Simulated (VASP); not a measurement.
# Ta2Tl (P6/mmm) in VASP: notebook

Ta2Tl is run at these levels: PBE; tasks: single point, relaxation of cell and atoms.

Program: VASP 6.6.1. These are calculated values, not measurements. Logs are shortened: lines on timing, memory, paths and dates and some standing lists are left out, and cuts for length are marked.

### 1 The cell of the first run

Symmetry: P6/mmm, No. 191, hexagonal system. Conventional cell: a = 3.971 Å, b = 3.971 Å, c = 4.288 Å, α = 90.00°, β = 90.00°, γ = 120.00°. Ta (site symmetry -6m2) has 3 Ta at 2.29 Å within 3.0 Å. Tl (site symmetry 6/mmm) has 12 Ta at 3.14 Å and 6 Tl at 3.97 Å within 4.1 Å.

### 2 Single point, PBE

INCAR

```
PREC = Accurate
ENCUT = 520
EDIFF = 1E-6
ISMEAR = 0
SIGMA = 0.1
LREAL = False
LASPH = True
NELM = 60
ALGO = Normal
ISIF = 2
LWAVE = False
LCHARG = False
GGA = PE
NBANDS = 24
```

KPOINTS

```
regular mesh
0
Gamma
  6 6 4
```

POSCAR

```
Ta2Tl
1.0
    3.9710031962      0.0000000000      0.0000000000
   -1.9855015981      3.4389896464      0.0000000000
    0.0000000000      0.0000000000      4.2876280357
Ta Tl
2 1
Direct
    0.3333333333      0.6666666667      0.5000000000
    0.6666666667      0.3333333333      0.5000000000
    0.0000000000      0.0000000000      0.0000000000
```

Potentials or basis: VASP PAW PBE potentials, release 64 (Ta_pv, Tl_d).

Launch:

```sh
$ cat potpaw_PBE.64/Ta_pv/POTCAR potpaw_PBE.64/Tl_d/POTCAR > POTCAR
$ mpirun -np 1 vasp_std > vasp.out
```

OUTCAR:

```text
PREC = Accurate
   ENCUT = 520
   EDIFF = 1E-6
   ISMEAR = 0
   LREAL = False
   LASPH = True
   NELM = 60
   ISIF = 2
   GGA = PE

 ion  position               nearest neighbor table
   1  0.333  0.667  0.500-   2 2.29   2 2.29   2 2.29   3 3.14   3 3.14   3 3.14   3 3.14   3 3.14
                             3 3.14
   2  0.667  0.333  0.500-   1 2.29   1 2.29   1 2.29   3 3.14   3 3.14   3 3.14   3 3.14   3 3.14
                             3 3.14
   3  0.000  0.000  0.000-   1 3.14   2 3.14   1 3.14   2 3.14   1 3.14   1 3.14   2 3.14   2 3.14
                             2 3.14   2 3.14   1 3.14   1 3.14

  LATTYP: Found a hexagonal cell.
 ALAT       =     3.9710031962
 C/A-ratio  =     1.0797342193

  Lattice vectors:

 A1 = (   3.9710031962,   0.0000000000,   0.0000000000)
 A2 = (  -1.9855015981,   3.4389896464,   0.0000000000)
 A3 = (   0.0000000000,   0.0000000000,   4.2876280357)

Analysis of symmetry for initial positions (statically):
=====================================================================
 Subroutine PRICEL returns:
 Original cell was already a primitive cell.

 Routine SETGRP: Setting up the symmetry group for a
 hexagonal supercell.

 Subroutine GETGRP returns: Found 24 space group operations
 (whereof 24 operations were pure point group operations)
 out of a pool of 24 trial point group operations.

The static configuration has the point symmetry D_6h.

Analysis of symmetry for dynamics (positions and initial velocities):
=====================================================================
 Subroutine PRICEL returns:
 Original cell was already a primitive cell.

 Routine SETGRP: Setting up the symmetry group for a
 hexagonal supercell.

 Subroutine GETGRP returns: Found 24 space group operations
 (whereof 24 operations were pure point group operations)
 out of a pool of 24 trial point group operations.

The dynamic configuration has the point symmetry D_6h.

 Subroutine INISYM returns: Found 24 space group operations
 (whereof 24 operations are pure point group operations),
 and found     1 'primitive' translations

----------------------------------------------------------------------------------------

                                     Primitive cell

  volume of cell :      58.5529

[... 80 lines left out ...]
   ISPIN  =      1    spin polarized calculation?
   LNONCOLLINEAR =      F non collinear calculations
   LSORBIT =      F    spin-orbit coupling
   LASPH  =      T    aspherical Exc in radial PAW
   ENCUT  =  520.0 eV  38.22 Ry    6.18 a.u.   7.38  7.38  7.97*2*pi/ulx,y,z
   NELM   =     60;   NELMIN=  2; NELMDL= -5     # of ELM steps
   EDIFF  = 0.1E-05   stopping-criterion for ELM
   LREAL  =      F    real-space projection
   EDIFFG = 0.1E-04   stopping-criterion for IOM
   NSW    =      0    number of steps for IOM
   IBRION =     -1    ionic relax: 0-MD 1-quasi-New 2-CG
   NFREE  =      0    steps in history (QN), initial steepest desc. (CG)
   ISIF   =      2    stress and relaxation
   ISYM   =      2    0-nonsym 1-usesym 2-fastsym
   POTIM  = 0.5000    time-step for ionic-motion
   TEBEG  =    0.0;   TEEND  =   0.0 temperature during run
   PSTRESS=    0.0 pullay stress
   NELECT =      35.0000    total number of electrons
   NUPDOWN=      -1.0000    fix difference up-down
   EMIN   =  10.00;   EMAX   =-10.00  energy-range for DOS
   EFERMI =   0.00;   METHOD = LEGACY
   ISMEAR =     0;   SIGMA  =   0.10  broadening in eV -4-tet -1-fermi 0-gaus
   EFERMI_NEDOS =   21; number of points for ismear=-14 and -15
   IALGO  =     38    algorithm
   IMIX   =      4    mixing-type and parameters
     AMIX     =   0.40;   BMIX     =  1.00
     AMIX_MAG =   1.60;   BMIX_MAG =  1.00
  volume/ion in A,a.u.               =      19.52       131.71
  Fermi-wavevector in a.u.,A,eV,Ry     =   1.379055  2.606035 25.875443  1.901791
  Thomas-Fermi vector in A             =   2.504059
   LORBIT       =      0    0 simple, 1 ext, 2 COOP (PROOUT), +10 PAW based schemes
   GGA     = PE    functional components
   LHFCALC =     F    Hartree Fock is set to
   AEXX    =    0.0000 exact exchange contribution
   IVDW    =     0    specifies the selected vdW correction
   LEPSILON=     F    determine dielectric tensor
   LRPA    =     F    only Hartree local field effects (RPA)
 non-spin polarized calculation
 Gauss-broadening in eV      SIGMA  =   0.10
  energy-cutoff  :      520.00
  volume of cell :       58.55
 maximum number of plane-waves:      1612
 NGX is ok and might be reduce to    30
   NGX = 15   NGY = 15   NGZ = 15

 number of electron      35.0000002 magnetization

 Free energy of the ion-electron system (eV)
  ---------------------------------------------------
  ext. energy  EPLUGINS =         0.00000000
  ---------------------------------------------------
  free energy    TOTEN  =       -19.57514559 eV

  energy without entropy =      -19.56051766  energy(sigma->0) =      -19.56783162

 E-fermi :   6.8797     XC(G=0): -11.9740

 val. band max:        6.8735486863   @ k =   0.1667  -0.0000   0.5000
 cond. band min:       6.8843728297   @ k =   0.3333   0.1667   0.2500
 fundamental gap:      0.0108241434
 Fermi energy:         6.8797221539

 k-point     1 :       0.0000    0.0000    0.0000
  band No.  band energies     occupation
      1     -28.1649      2.00000
      2     -28.1649      2.00000
      3     -27.1722      2.00000
      4     -26.1849      2.00000
      5     -25.1853      2.00000
      6     -25.1853      2.00000
[... 556 lines left out ...]
     23      11.1996      0.00000
     24      11.4399      0.00000

------------------------ aborting loop because EDIFF is reached ----------------------------------------

  FORCE on cell =-STRESS in cart. coord.  units (eV):
  Direction    XX          YY          ZZ          XY          YZ          ZX
  --------------------------------------------------------------------------------------
  -------------------------------------------------------------------------------------
  Total       20.2545361     20.2545361     -1.0993341      0.0000000      0.0000000      0.0000000
  in kB      554.2231666    554.2231666    -30.0809863      0.0000000      0.0000000      0.0000000
  external PRESSURE =     359.4551156 kB  Pullay stress =       0.0000000 kB

 VOLUME and BASIS-vectors are now :
 -----------------------------------------------------------------------------
  energy-cutoff  :      520.00
  volume of cell :       58.55
      direct lattice vectors                 reciprocal lattice vectors
     3.971003196  0.000000000  0.000000000     0.251825534  0.145391540  0.000000000
    -1.985501598  3.438989646  0.000000000     0.000000000  0.290783080  0.000000000
     0.000000000  0.000000000  4.287628036     0.000000000  0.000000000  0.233229187

 POSITION                                       TOTAL-FORCE (eV/Angst)
 -----------------------------------------------------------------------------------
     -0.00000      2.29266      2.14381         0.000000     -0.000000     -0.000000
      1.98550      1.14633      2.14381         0.000000      0.000000      0.000000
      0.00000      0.00000      0.00000        -0.000000     -0.000000      0.000000
 -----------------------------------------------------------------------------------
    total drift:                                0.000000     -0.000000      0.000000

  FREE ENERGIE OF THE ION-ELECTRON SYSTEM (eV)
  ---------------------------------------------------
  free  energy   TOTEN  =       -19.5751455910 eV

  energy  without entropy=      -19.5605176579  energy(sigma->0) =      -19.56783162
```

OSZICAR:

```text
N       E                     dE             d eps       ncg     rms          rms(c)
DAV:   1     0.284076383950E+03    0.28408E+03   -0.19193E+04  1024   0.145E+03
DAV:   2    -0.126909143769E+02   -0.29677E+03   -0.28945E+03  1192   0.404E+02
DAV:   3    -0.207703541490E+02   -0.80794E+01   -0.79076E+01  1224   0.642E+01
DAV:   4    -0.208464700281E+02   -0.76116E-01   -0.76064E-01  1104   0.652E+00
DAV:   5    -0.208476866357E+02   -0.12166E-02   -0.12161E-02  1232   0.767E-01    0.244E+01
DAV:   6    -0.197794194913E+02    0.10683E+01   -0.17530E+00  1152   0.849E+00    0.151E+01
DAV:   7    -0.195791525150E+02    0.20027E+00   -0.55607E-01  1168   0.477E+00    0.299E+00
DAV:   8    -0.195758004190E+02    0.33521E-02   -0.34067E-02  1152   0.127E+00    0.548E-01
DAV:   9    -0.195751451995E+02    0.65522E-03   -0.24072E-03  1112   0.333E-01    0.140E-01
DAV:  10    -0.195751531994E+02   -0.80000E-05   -0.21423E-04  1232   0.943E-02    0.251E-02
DAV:  11    -0.195751454674E+02    0.77320E-05   -0.30321E-05  1136   0.341E-02    0.815E-03
DAV:  12    -0.195751455910E+02   -0.12359E-06   -0.14447E-06   920   0.758E-03
   1 F= -.19575146E+02 E0= -.19567832E+02  d E =-.146279E-01
```

Run time: 15 s. Hardware: 1 thread of Intel Xeon 6975P-C (Granite Rapids), shared host; peak memory 0.18 GiB.

What came out:

```
Free energy : -19.5751 eV
Pressure    : 35.9 GPa
```

Levels at points of the mesh, in eV from the Fermi level:
| k point | band 15 | band 16 | band 17 | band 18 | band 19 | band 20 |
| --- | --- | --- | --- | --- | --- | --- |
| (0.00, 0.00, 0.00) | -1.04 | -0.30 | -0.30 | 0.61 | 2.51 | 2.53 |
| (0.50, 0.00, 0.00) | -2.28 | -1.61 | -1.47 | -0.28 | 1.40 | 2.11 |
| (0.00, 0.00, 0.50) | -1.08 | -0.68 | 0.81 | 0.81 | 1.76 | 1.76 |
| (0.50, 0.00, 0.50) | -2.72 | -1.33 | -0.70 | -0.15 | 1.16 | 2.42 |

Caveat: the k points lie up to 0.37 Å⁻¹ apart; spin-orbit coupling is left out, which moves the levels of the heavy elements.

### 3 Single point, PBE

This run uses another cell than the first one, of 20.06 Å³/atom, 1.028 times its volume.

INCAR

```
PREC     = Accurate       # precision mode
ENCUT    = 520            # plane-wave cutoff, eV
EDIFF    = 1E-6           # SCF threshold, eV
ISMEAR   = 0              # smearing method
SIGMA    = 0.1            # smearing width, eV
LREAL    = False          # projectors in reciprocal space
LASPH    = True           # aspherical terms in the spheres
NELM     = 100            # most SCF steps
ALGO     = Fast           # electronic algorithm
ISIF     = 2              # what is computed and relaxed
LWAVE    = False          # write WAVECAR
LCHARG   = False          # write CHGCAR
GGA      = PE             # functional
NBANDS   = 24             # bands
```

KPOINTS

```
Automatic mesh
0
Gamma
  6 6 4
```

POSCAR

```
Ta2Tl
1.0
    4.8485384092      0.0000000000      0.0000000000
   -2.4242692046      4.1989574336      0.0000000000
    0.0000000000      0.0000000000      2.9559195141
Ta Tl
2 1
Direct
    0.3333333333      0.6666666667      0.5000000000
    0.6666666667      0.3333333333      0.5000000000
    0.0000000000      0.0000000000      0.0000000000
```

Potentials or basis: VASP PAW PBE potentials, release 64 (Ta_pv, Tl_d).

Launch:

```sh
$ cat potpaw_PBE.64/Ta_pv/POTCAR potpaw_PBE.64/Tl_d/POTCAR > POTCAR
$ mpirun -np 1 vasp_std > vasp.out
```

OUTCAR:

```text
PREC = Accurate
   ENCUT = 520
   EDIFF = 1E-6
   ISMEAR = 0
   LREAL = False
   LASPH = True
   NELM = 100
   ISIF = 2
   GGA = PE

 ion  position               nearest neighbor table
   1  0.333  0.667  0.500-   2 2.80   2 2.80   2 2.80   3 3.17   3 3.17   3 3.17   3 3.17   3 3.17
                             3 3.17
   2  0.667  0.333  0.500-   1 2.80   1 2.80   1 2.80   3 3.17   3 3.17   3 3.17   3 3.17   3 3.17
                             3 3.17
   3  0.000  0.000  0.000-   1 3.17   2 3.17   1 3.17   2 3.17   2 3.17   2 3.17   1 3.17   1 3.17
                             2 3.17   2 3.17   1 3.17   1 3.17

  LATTYP: Found a hexagonal cell.
 ALAT       =     4.8485384092
 C/A-ratio  =     0.6096516650

  Lattice vectors:

 A1 = (   4.8485384092,   0.0000000000,   0.0000000000)
 A2 = (  -2.4242692046,   4.1989574336,   0.0000000000)
 A3 = (   0.0000000000,   0.0000000000,   2.9559195141)

Analysis of symmetry for initial positions (statically):
=====================================================================
 Subroutine PRICEL returns:
 Original cell was already a primitive cell.

 Routine SETGRP: Setting up the symmetry group for a
[... 165 lines left out ...]

  energy without entropy =      -23.76792662  energy(sigma->0) =      -23.77686072

 E-fermi :   7.3196     XC(G=0): -12.0653

 val. band max:        7.3092601847   @ k =   0.3333   0.1667   0.2500
 cond. band min:       7.3797896970   @ k =   0.3333   0.1667   0.5000
 fundamental gap:      0.0705295123
 Fermi energy:         7.3196438424

 k-point     1 :       0.0000    0.0000    0.0000
  band No.  band energies     occupation
      1     -27.4597      2.00000
      2     -27.4597      2.00000
      3     -27.0451      2.00000
      4     -26.9084      2.00000
      5     -26.8240      2.00000
      6     -26.8240      2.00000
[... 556 lines left out ...]
     23      11.4021      0.00000
     24      11.4021      0.00000

------------------------ aborting loop because EDIFF is reached ----------------------------------------

  FORCE on cell =-STRESS in cart. coord.  units (eV):
  Direction    XX          YY          ZZ          XY          YZ          ZX
  --------------------------------------------------------------------------------------
  -------------------------------------------------------------------------------------
  Total        0.1081783      0.1081783     -0.0002085      0.0000000     -0.0000000      0.0000000
  in kB        2.8800884      2.8800884     -0.0055507      0.0000000     -0.0000000      0.0000000
  external PRESSURE =       1.9182087 kB  Pullay stress =       0.0000000 kB

 VOLUME and BASIS-vectors are now :
 -----------------------------------------------------------------------------
  energy-cutoff  :      520.00
  volume of cell :       60.18
      direct lattice vectors                 reciprocal lattice vectors
     4.848538409  0.000000000  0.000000000     0.206247722  0.119077178  0.000000000
    -2.424269205  4.198957434  0.000000000     0.000000000  0.238154355  0.000000000
     0.000000000  0.000000000  2.955919514     0.000000000  0.000000000  0.338304205

 POSITION                                       TOTAL-FORCE (eV/Angst)
 -----------------------------------------------------------------------------------
     -0.00000      2.79930      1.47796         0.000000      0.000000      0.000000
      2.42427      1.39965      1.47796        -0.000000     -0.000000     -0.000000
      0.00000      0.00000      0.00000         0.000000      0.000000     -0.000000
 -----------------------------------------------------------------------------------
    total drift:                                0.000000     -0.000000     -0.000000

  FREE ENERGIE OF THE ION-ELECTRON SYSTEM (eV)
  ---------------------------------------------------
  free  energy   TOTEN  =       -23.7857948145 eV

  energy  without entropy=      -23.7679266237  energy(sigma->0) =      -23.77686072
```

OSZICAR:

```text
N       E                     dE             d eps       ncg     rms          rms(c)
DAV:   1     0.271948990921E+03    0.27195E+03   -0.19150E+04  1024   0.144E+03
DAV:   2    -0.170178962643E+02   -0.28897E+03   -0.28224E+03  1168   0.402E+02
DAV:   3    -0.245359274572E+02   -0.75180E+01   -0.74201E+01  1240   0.616E+01
DAV:   4    -0.246133520401E+02   -0.77425E-01   -0.77363E-01  1120   0.624E+00
DAV:   5    -0.246147131130E+02   -0.13611E-02   -0.13608E-02  1304   0.751E-01    0.173E+01
RMM:   6    -0.239549202352E+02    0.65979E+00   -0.80381E-01  1015   0.620E+00    0.933E+00
RMM:   7    -0.237882858388E+02    0.16663E+00   -0.88653E-01  1092   0.614E+00    0.165E+00
RMM:   8    -0.237844262092E+02    0.38596E-02   -0.75859E-02  1110   0.179E+00    0.434E-01
RMM:   9    -0.237857763709E+02   -0.13502E-02   -0.16250E-02  1205   0.664E-01    0.190E-01
RMM:  10    -0.237857254865E+02    0.50884E-04   -0.25189E-03  1122   0.317E-01    0.806E-02
RMM:  11    -0.237857914555E+02   -0.65969E-04   -0.78215E-04  1217   0.143E-01    0.654E-02
RMM:  12    -0.237857964894E+02   -0.50340E-05   -0.11126E-04  1239   0.590E-02    0.400E-02
RMM:  13    -0.237857951937E+02    0.12958E-05   -0.14803E-05  1066   0.256E-02    0.175E-02
RMM:  14    -0.237857948145E+02    0.37916E-06   -0.61056E-06   993   0.168E-02
   1 F= -.23785795E+02 E0= -.23776861E+02  d E =-.178682E-01
```

stdout:

```text
POSCAR found type information on POSCAR TaTl
 POSCAR found :  2 types and       3 ions
 scaLAPACK will be used
 LDA part: xc-table for (Slater+PW92), standard interpolation
 POSCAR, INCAR and KPOINTS ok, starting setup
 FFT: planning ... GRIDC
 FFT: planning ... GRID_SOFT
 FFT: planning ... GRID
 WAVECAR not read
 entering main loop
```

It took 16 s on 1 thread of Intel Xeon 6975P-C (Granite Rapids), shared host; peak memory 0.18 GiB.

Results:

* Free energy: -23.7858 eV
* Pressure: 0.2 GPa

Levels at points of the mesh, in eV from the Fermi level:
| k point | band 16 | band 17 | band 18 | band 19 | band 20 | band 21 |
| --- | --- | --- | --- | --- | --- | --- |
| (0.00, 0.00, 0.00) | -2.08 | -0.48 | -0.48 | 0.43 | 1.73 | 1.73 |
| (0.50, 0.00, 0.00) | -1.94 | -1.42 | -0.95 | 1.59 | 1.70 | 2.66 |
| (0.00, 0.00, 0.50) | -0.92 | -0.92 | 0.59 | 0.59 | 0.73 | 0.73 |
| (0.50, 0.00, 0.50) | -1.62 | -1.24 | -0.64 | 1.14 | 1.58 | 2.86 |

Caveat: the k points lie up to 0.53 Å⁻¹ apart; spin-orbit coupling is left out, which moves the levels of the heavy elements.

### 4 Single point, PBE

This run uses another cell than the first one, of 20.02 Å³/atom, 1.026 times its volume.

INCAR

```
SYSTEM = Ta2Tl
ALGO     = Normal         ! electronic algorithm
EDIFF    = 1E-6           ! SCF threshold, eV
ENCUT    = 520            ! plane-wave cutoff, eV
GGA      = PE             ! functional
ISIF     = 2              ! what is computed and relaxed
ISMEAR   = 0              ! smearing method
LASPH    = .TRUE.         ! aspherical terms in the spheres
LCHARG   = .FALSE.        ! write CHGCAR
LREAL    = .FALSE.        ! projectors in reciprocal space
LWAVE    = .FALSE.        ! write WAVECAR
NBANDS   = 24             ! bands
NELM     = 80             ! most SCF steps
PREC     = Accurate       ! precision mode
SIGMA    = 0.1            ! smearing width, eV
```

KPOINTS

```
k-points
0
G
  6 6 6
  0 0 0
```

POSCAR

```
Ta2Tl
1.0
    4.8865852037      0.0000000000      0.0000000000
   -2.4432926019      4.2319069242      0.0000000000
    0.0000000000      0.0000000000      2.9043674039
Ta Tl
2 1
Direct
    0.3333333333      0.6666666667      0.5000000000
    0.6666666667      0.3333333333      0.5000000000
    0.0000000000      0.0000000000      0.0000000000
```

Launch:

```sh
$ cat potpaw_PBE.64/Ta_pv/POTCAR potpaw_PBE.64/Tl_d/POTCAR > POTCAR
$ mpirun -np 1 vasp_std > vasp.out
```

Run time: 15 s. Hardware: 1 thread of Intel Xeon 6975P-C (Granite Rapids), shared host; peak memory 0.19 GiB.

It converged, with:

```yaml
Free_energy: -24.0307 eV
Pressure: 0.1 GPa
```

Levels at points of the mesh, in eV from the Fermi level:
| k point | band 14 | band 15 | band 16 | band 17 | band 18 | band 19 | band 20 | band 21 | band 22 | band 23 |
| --- | --- | --- | --- | --- | --- | --- | --- | --- | --- | --- |
| (0.00, 0.00, 0.00) | -2.98 | -2.63 | -1.77 | -0.32 | -0.32 | 0.55 | 2.30 | 2.30 | 4.42 | 4.42 |
| (0.50, 0.00, 0.00) | -3.07 | -2.33 | -1.64 | -1.16 | -0.77 | 2.17 | 2.30 | 2.77 | 3.39 | 3.87 |
| (0.00, 0.00, 0.50) | -2.01 | -2.01 | -0.67 | -0.67 | 0.85 | 0.85 | 0.96 | 0.96 | 3.27 | 5.01 |
| (0.50, 0.00, 0.50) | -3.33 | -2.13 | -1.34 | -0.97 | -0.35 | 1.38 | 1.74 | 3.16 | 3.23 | 4.99 |

Caveat: the k points lie up to 0.36 Å⁻¹ apart; spin-orbit coupling is left out, which moves the levels of the heavy elements.

[end of part 1 of 2]
